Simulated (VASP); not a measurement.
# NaH (I4/mmm) in VASP: further runs

The runs below take NaH through single point, with PBEsol.

All numbers are computed with VASP 6.6.1; they aren't measurements. Logs are shortened: lines on timing, memory, paths and dates and some standing lists are left out, and cuts for length are marked.

### 1 The cell of the first run

The structure is tetragonal, space group I4/mmm (No. 139). The conventional cell has a = 3.451 Å, b = 3.451 Å, c = 4.831 Å, α = 90.00°, β = 90.00°, γ = 90.00°. Within 3.2 Å of Na (site symmetry 4/mmm) lie 6 H at 2.42 to 2.44 Å. H (site symmetry 4/mmm) has 6 Na at 2.42 to 2.44 Å within 3.2 Å.

### 2 Single point, PBEsol (zz strain of -1 %)

INCAR

```
PREC = Accurate
ENCUT = 520
EDIFF = 1E-6
ISMEAR = -1
SIGMA = 0.03
LREAL = False
LASPH = True
NELM = 80
ALGO = Normal
ISIF = 2
LWAVE = False
LCHARG = False
GGA = PS
NBANDS = 11
```

KPOINTS

```
Automatic mesh
0
Gamma
  9 9 9
```

POSCAR

```
NaH
1.0
    0.0000000000      2.4400000000      2.4156000000
    2.4400000000      0.0000000000      2.4156000000
    2.4400000000      2.4400000000      0.0000000000
Na H
1 1
Direct
    0.0000000000      0.0000000000      0.0000000000
    0.5000000000      0.5000000000      0.5000000000
```

Potentials or basis: VASP PAW PBE potentials, release 64 (Na_pv, H).

The run is started by

```
cat potpaw_PBE.64/Na_pv/POTCAR potpaw_PBE.64/H/POTCAR > POTCAR
mpirun -np 1 vasp_std > vasp.out
```

OUTCAR:

```text
PREC = Accurate
   ENCUT = 520
   EDIFF = 1E-6
   ISMEAR = -1
   LREAL = False
   LASPH = True
   NELM = 80
   ISIF = 2
   GGA = PS

 ion  position               nearest neighbor table
   1  0.000  0.000  0.000-
   2  0.500  0.500  0.500-

  LATTYP: Found a body centered tetragonal cell.
 ALAT       =     3.4506810922
 C/A-ratio  =     1.4000714267

  Lattice vectors:

 A1 = (   0.0000000000,  -2.4400000000,  -2.4156000000)
 A2 = (   0.0000000000,   2.4400000000,  -2.4156000000)
 A3 = (   2.4400000000,   0.0000000000,   2.4156000000)

Analysis of symmetry for initial positions (statically):
=====================================================================
 Subroutine PRICEL returns:
 Original cell was already a primitive cell.

 Routine SETGRP: Setting up the symmetry group for a
 body centered tetragonal supercell.

 Subroutine GETGRP returns: Found 16 space group operations
 (whereof 16 operations were pure point group operations)
 out of a pool of 16 trial point group operations.

The static configuration has the point symmetry D_4h.

Analysis of symmetry for dynamics (positions and initial velocities):
=====================================================================
 Subroutine PRICEL returns:
 Original cell was already a primitive cell.

 Routine SETGRP: Setting up the symmetry group for a
 body centered tetragonal supercell.

 Subroutine GETGRP returns: Found 16 space group operations
 (whereof 16 operations were pure point group operations)
 out of a pool of 16 trial point group operations.

The dynamic configuration has the point symmetry D_4h.

 Subroutine INISYM returns: Found 16 space group operations
 (whereof 16 operations are pure point group operations),
 and found     1 'primitive' translations

----------------------------------------------------------------------------------------

                                     Primitive cell

  volume of cell :      28.7630

  direct lattice vectors                    reciprocal lattice vectors
     0.000000000  2.440000000  2.415600000    -0.204918033  0.204918033  0.206987912
     2.440000000  0.000000000  2.415600000     0.204918033 -0.204918033  0.206987912
     2.440000000  2.440000000  0.000000000     0.204918033  0.204918033 -0.206987912

  length of vectors
     3.433471037  3.433471037  3.450681092     0.356127500  0.356127500  0.356127500

  position of ions in fractional coordinates (direct lattice)
     0.000000000  0.000000000  0.000000000
     0.500000000  0.500000000  0.500000000

  ion indices of the primitive-cell ions
   primitive index   ion index
                 1           1
                 2           2

----------------------------------------------------------------------------------------

 KPOINTS: Automatic mesh

Automatic generation of k-mesh.
 Grid dimensions read from file:
 generate k-points for:    9    9    9

 Generating k-lattice:

  Cartesian coordinates                     Fractional coordinates (reciprocal lattice)
    -0.022768670  0.022768670  0.022998657     0.111111111  0.000000000  0.000000000
     0.022768670 -0.022768670  0.022998657     0.000000000  0.111111111  0.000000000
     0.022768670  0.022768670 -0.022998657     0.000000000  0.000000000  0.111111111

  Length of vectors
     0.039569722  0.039569722  0.039569722

  Shift w.r.t. Gamma in fractional coordinates (k-lattice)
     0.000000000  0.000000000  0.000000000

 Subroutine IBZKPT returns following result:
 ===========================================

 Found     75 irreducible k-points:

 Following reciprocal coordinates:
            Coordinates               Weight
  0.000000  0.000000  0.000000      1.000000
  0.111111  0.000000  0.000000      8.000000
  0.222222  0.000000  0.000000      8.000000
  0.333333  0.000000  0.000000      8.000000
  0.444444  0.000000  0.000000      8.000000
  0.111111  0.111111  0.000000      2.000000
[... 16 lines left out ...]
 -0.333333  0.333333  0.000000      4.000000
  0.444444  0.444444  0.000000      2.000000
 [... further k-points ...]
   k-points           NKPTS =     75   k-points in BZ     NKDIM =     75   number of bands    NBANDS=     11
   number of dos      NEDOS =    301   number of ions     NIONS =      2
   total plane-waves  NPLWV =  21952
   dimension x,y,z NGX =    28 NGY =   28 NGZ =   28
   dimension x,y,z NGXF=    56 NGYF=   56 NGZF=   56
   ions per type =               1   1
   NGX,Y,Z   is equivalent  to a cutoff of  13.56, 13.56, 13.49 a.u.
   NGXF,Y,Z  is equivalent  to a cutoff of  27.11, 27.11, 26.98 a.u.
 SYSTEM =  unknown system
   PREC   = accura    normal or accurate (medium, high low for compatibility)
   ISTART =      0    job   : 0-new  1-cont  2-samecut
   ICHARG =      2    charge: 1-file 2-atom 10-const
   ISPIN  =      1    spin polarized calculation?
   LNONCOLLINEAR =      F non collinear calculations
   LSORBIT =      F    spin-orbit coupling
   LASPH  =      T    aspherical Exc in radial PAW
   ENCUT  =  520.0 eV  38.22 Ry    6.18 a.u.   6.38  6.38  6.42*2*pi/ulx,y,z
   NELM   =     80;   NELMIN=  2; NELMDL= -5     # of ELM steps
   EDIFF  = 0.1E-05   stopping-criterion for ELM
   LREAL  =      F    real-space projection
   EDIFFG = 0.1E-04   stopping-criterion for IOM
   NSW    =      0    number of steps for IOM
   IBRION =     -1    ionic relax: 0-MD 1-quasi-New 2-CG
   NFREE  =      0    steps in history (QN), initial steepest desc. (CG)
   ISIF   =      2    stress and relaxation
   ISYM   =      2    0-nonsym 1-usesym 2-fastsym
   POTIM  = 0.5000    time-step for ionic-motion
   TEBEG  =    0.0;   TEEND  =   0.0 temperature during run
   PSTRESS=    0.0 pullay stress
   NELECT =       8.0000    total number of electrons
   NUPDOWN=      -1.0000    fix difference up-down
   EMIN   =  10.00;   EMAX   =-10.00  energy-range for DOS
   EFERMI =   0.00;   METHOD = LEGACY
   ISMEAR =    -1;   SIGMA  =   0.03  broadening in eV -4-tet -1-fermi 0-gaus
   EFERMI_NEDOS =   21; number of points for ismear=-14 and -15
   IALGO  =     38    algorithm
   IMIX   =      4    mixing-type and parameters
     AMIX     =   0.40;   BMIX     =  1.00
     AMIX_MAG =   1.60;   BMIX_MAG =  1.00
  volume/ion in A,a.u.               =      14.38        97.05
  Fermi-wavevector in a.u.,A,eV,Ry     =   1.068628  2.019414 15.537392  1.141966
  Thomas-Fermi vector in A             =   2.204282
   LORBIT       =      0    0 simple, 1 ext, 2 COOP (PROOUT), +10 PAW based schemes
   GGA     = PS    functional components
   LHFCALC =     F    Hartree Fock is set to
   AEXX    =    0.0000 exact exchange contribution
   IVDW    =     0    specifies the selected vdW correction
   LEPSILON=     F    determine dielectric tensor
   LRPA    =     F    only Hartree local field effects (RPA)
 non-spin polarized calculation
  energy-cutoff  :      520.00
  volume of cell :       28.76
 maximum number of plane-waves:       789
 NGX is ok and might be reduce to    28
   NGX = 13   NGY = 13   NGZ = 13

 number of electron       8.0000005 magnetization

 Free energy of the ion-electron system (eV)
  ---------------------------------------------------
  ext. energy  EPLUGINS =         0.00000000
  ---------------------------------------------------
  free energy    TOTEN  =        -5.08217244 eV

  energy without entropy =       -5.08217244  energy(sigma->0) =       -5.08217244

 E-fermi :  -0.4851     XC(G=0):  -7.8241

 val. band max:       -1.2039164736   @ k =  -0.3333   0.4444   0.1111
 cond. band min:       2.6162837985   @ k =  -0.4444   0.0000   0.1111
 fundamental gap:      3.8202002722
 Fermi energy:        -0.4851323201

 k-point     1 :       0.0000    0.0000    0.0000
  band No.  band energies     occupation
      1     -23.1871      2.00000
      2     -23.1871      2.00000
      3     -23.1838      2.00000
      4      -4.8225      2.00000
      5       9.0903      0.00000
      6      14.0857      0.00000
      7      14.0857      0.00000
      8      14.1367      0.00000
      9      15.0018      0.00000
     10      15.0018      0.00000
     11      15.0089      0.00000

 k-point     2 :       0.1111    0.0000    0.0000
  band No.  band energies     occupation
      1     -23.1969      2.00000
      2     -23.1884      2.00000
      3     -23.1860      2.00000
      4      -4.6108      2.00000
      5       8.3907      0.00000
      6      11.7662      0.00000
      7      13.3917      0.00000
      8      13.4497      0.00000
      9      15.8438      0.00000
     10      15.8532      0.00000
     11      15.9192      0.00000

 k-point     3 :       0.2222    0.0000    0.0000
  band No.  band energies     occupation
      1     -23.2237      2.00000
      2     -23.1919      2.00000
      3     -23.1892      2.00000
      4      -4.0000      2.00000
      5       6.4410      0.00000
      6      10.2872      0.00000
      7      12.6475      0.00000
      8      12.7408      0.00000
      9      16.0099      0.00000
     10      16.1741      0.00000
     11      17.0065      0.00000

 k-point     4 :       0.3333    0.0000    0.0000
  band No.  band energies     occupation
      1     -23.2540      2.00000
      2     -23.1958      2.00000
      3     -23.1927      2.00000
      4      -3.0876      2.00000
      5       4.2266      0.00000
      6       9.6391      0.00000
      7      12.1541      0.00000
      8      12.2787      0.00000
      9      15.2647      0.00000
     10      15.4547      0.00000
     11      17.5310      0.00000
[... 239 lines left out ...]
 k-point    22 :      -0.4444    0.3333    0.0000
  band No.  band energies     occupation
      1     -23.2551      2.00000
      2     -23.2304      2.00000
      3     -23.2126      2.00000
      4      -1.3703      2.00000
      5       3.7933      0.00000
      6       5.5335      0.00000
      7       9.6721      0.00000
      8      10.2790      0.00000
      9      14.5727      0.00000
     10      20.0047      0.00000
     11      20.4217      0.00000

 k-point    23 :      -0.3333    0.3333    0.0000
  band No.  band energies     occupation
      1     -23.2461      2.00000
      2     -23.2410      2.00000
      3     -23.2077      2.00000
      4      -1.4284      2.00000
      5       4.2961      0.00000
      6       4.5165      0.00000
      7      10.1943      0.00000
      8      10.8286      0.00000
      9      16.7721      0.00000
     10      19.6157      0.00000
     11      20.0948      0.00000

 k-point    24 :       0.4444    0.4444    0.0000
  band No.  band energies     occupation
      1     -23.2627      2.00000
      2     -23.2178      2.00000
      3     -23.2178      2.00000
      4      -1.4898      2.00000
      5       3.5214      0.00000
      6       8.5631      0.00000
      7       9.2080      0.00000
      8       9.2080      0.00000
      9      10.4856      0.00000
     10      21.8863      0.00000
     11      23.5711      0.00000

 [... further k-points ...]
[... 5 lines left out ...]
  --------------------------------------------------------------------------------------
  -------------------------------------------------------------------------------------
  Total       -0.1986515     -0.1986515     -0.1456613      0.0000000     -0.0000000      0.0000000
  in kB      -11.0654161    -11.0654161     -8.1137193      0.0000000     -0.0000000      0.0000000
  external PRESSURE =     -10.0815172 kB  Pullay stress =       0.0000000 kB

 VOLUME and BASIS-vectors are now :
 -----------------------------------------------------------------------------
  energy-cutoff  :      520.00
  volume of cell :       28.76
      direct lattice vectors                 reciprocal lattice vectors
     0.000000000  2.440000000  2.415600000    -0.204918033  0.204918033  0.206987912
     2.440000000  0.000000000  2.415600000     0.204918033 -0.204918033  0.206987912
     2.440000000  2.440000000  0.000000000     0.204918033  0.204918033 -0.206987912

 POSITION                                       TOTAL-FORCE (eV/Angst)
 -----------------------------------------------------------------------------------
      0.00000      0.00000      0.00000        -0.000000      0.000000      0.000000
      2.44000      2.44000      2.41560         0.000000     -0.000000      0.000000
 -----------------------------------------------------------------------------------
    total drift:                               -0.000000     -0.000000     -0.000000

  FREE ENERGIE OF THE ION-ELECTRON SYSTEM (eV)
  ---------------------------------------------------
  free  energy   TOTEN  =        -5.0821724376 eV

  energy  without entropy=       -5.0821724376  energy(sigma->0) =       -5.08217244
```

Wall time 34 s (1 thread of Intel Xeon 8259CL, shared host); peak memory 0.16 GiB.

What came out:

```yaml
Free_energy: -5.0822 eV
Pressure: -1.0 GPa
Band_gap_on_the_k_mesh: 3.82 eV (least direct gap 4.57 eV)
```

Caveat: the cell differs from its parent crystal (zz strain of -1 %); the PAW data sets were made with another functional, which shifts forces and pressure a little; an odd mesh through Γ misses points on the zone boundary, where band edges can lie.

### 3 Single point, PBEsol (equal xx and yy strain of -1 %)

INCAR

```
SYSTEM = NaH
PREC     = Accurate       ! precision mode
ENCUT    = 520            ! plane-wave cutoff, eV
EDIFF    = 1E-7           ! SCF threshold, eV
ISMEAR   = -1             ! smearing method
SIGMA    = 0.03           ! smearing width, eV
LREAL    = .FALSE.        ! projectors in reciprocal space
LASPH    = .TRUE.         ! aspherical terms in the spheres
NELM     = 60             ! most SCF steps
ALGO     = Normal         ! electronic algorithm
ISIF     = 2              ! what is computed and relaxed
LWAVE    = .FALSE.        ! write WAVECAR
LCHARG   = .FALSE.        ! write CHGCAR
GGA      = PS             ! functional
NBANDS   = 11             ! bands
```

KPOINTS

```
regular mesh
0
G
  9 9 9
  0 0 0
```

POSCAR

```
NaH
1.0
    0.0000000000      2.4156000000      2.4400000000
    2.4156000000      0.0000000000      2.4400000000
    2.4156000000      2.4156000000      0.0000000000
Na H
1 1
Direct
    0.0000000000      0.0000000000      0.0000000000
    0.5000000000      0.5000000000      0.5000000000
```

Potentials or basis: VASP PAW PBE potentials, release 64 (Na_pv, H).

The run is started by

```
cat potpaw_PBE.64/Na_pv/POTCAR potpaw_PBE.64/H/POTCAR > POTCAR
mpirun -np 1 vasp_std > vasp.out
```

Run time: 37 s. Hardware: 1 thread of Intel Xeon 8259CL, shared host; peak memory 0.16 GiB.

Results (log left out):

| Item | Value |
| --- | --- |
| Free energy | -5.0837 eV |
| Pressure | -0.8 GPa |
| Band gap on the k mesh | 3.84 eV (least direct gap 4.59 eV) |

Stress tensor (GPa, compression positive):
```
-0.68  0.00  0.00
 0.00 -0.68  0.00
 0.00  0.00 -0.99
```

Levels at points of the mesh, in eV from the valence-band top:
```tsv
k point	band 1	band 2	band 3	band 4	band 5	band 6	band 7	band 8	band 9
(0.00, 0.00, 0.00)	-21.96	-21.96	-21.96	-3.64	10.39	15.35	15.40	15.40	16.31
```

Caveat: the cell differs from its parent crystal (equal xx and yy strain of -1 %); the PAW data sets were made with another functional, which shifts forces and pressure a little; an odd mesh through Γ misses points on the zone boundary, where band edges can lie.

### 4 Single point, PBEsol (zz strain of +1 %)

INCAR

```
SYSTEM = NaH
PREC = Accurate ; ENCUT = 520
EDIFF = 1E-7 ; ISMEAR = -1
SIGMA = 0.03 ; LREAL = .FALSE.
LASPH = .TRUE. ; NELM = 100
ALGO = Normal ; ISIF = 2
LWAVE = .FALSE. ; LCHARG = .TRUE.
GGA = PS ; LELF = .TRUE.
LVHAR = .TRUE. ; NBANDS = 11
```

KPOINTS

```
Automatic mesh
0
G
  9 9 9
  0 0 0
```

POSCAR

```
NaH
1.0
    0.0000000000      2.4400000000      2.4644000000
    2.4400000000      0.0000000000      2.4644000000
    2.4400000000      2.4400000000      0.0000000000
Na H
1 1
Direct
    0.0000000000      0.0000000000      0.0000000000
    0.5000000000      0.5000000000      0.5000000000
```

The run is started by

```
cat potpaw_PBE.64/Na_pv/POTCAR potpaw_PBE.64/H/POTCAR > POTCAR
mpirun -np 1 vasp_std > vasp.out
```

Wall time 38 s (1 thread of Intel Xeon 8259CL, shared host); peak memory 0.16 GiB.

The run converged. Its results:

```
Free energy            : -5.0781 eV
Pressure               : -1.4 GPa
Band gap on the k mesh : 3.79 eV (least direct gap 4.52 eV)
```

Stress tensor (GPa, compression positive):
```
-1.30  0.00  0.00
 0.00 -1.30  0.00
 0.00  0.00 -1.56
```

Levels at points of the mesh, in eV from the valence-band top:
```tsv
k point	band 2	band 3	band 4	band 5	band 6	band 7
(0.00, 0.00, 0.00)	-22.01	-22.01	-3.56	10.13	15.13	15.18
```

Caveat: the cell differs from its parent crystal (zz strain of +1 %); the PAW data sets were made with another functional, which shifts forces and pressure a little; an odd mesh through Γ misses points on the zone boundary, where band edges can lie.

(Continued in part 2 of 2.)
